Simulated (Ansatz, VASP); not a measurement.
## SnTe in VASP and in Ansatz

```
CELL_PARAMETERS angstrom
0.00000 2.95470 2.95470
2.95470 0.00000 2.95470
2.95470 2.95470 0.00000
ATOMIC_POSITIONS crystal
Sn 0.00000 0.00000 0.00000
Te 0.25000 0.25000 0.25000
```

Change from the starting cell: volume scaled by 0.55, norm-conserving files.

Alike in both runs: task single point; functional PBE; k mesh 12 × 12 × 12; occupations fermi-dirac, width 0.08 eV; no spin polarisation.

|  | VASP | Ansatz |
| --- | --- | --- |
| version | VASP 6.6.1 | Ansatz 0.2.0 |
| potentials or method | VASP PAW PBE potentials, release 64 (Sn_d, Te) | scalar-relativistic |
| plane-wave cutoff (eV) | 520 | 1120 |
| valence electrons in the cell | 20 | 30 |

```csv
,VASP,Ansatz,Ansatz less VASP
pressure (GPa),45.3,45.4,+0.13
```

Both programs put the cell under a high pressure, so it lies far from rest at this level. With one functional, cell and mesh, what is left measures potentials, basis and numerics. VASP's potentials hold 20 valence electrons a cell and Ansatz's 30, so a difference there can come from the potentials and not from the codes.

Neither program's run includes spin-orbit coupling.
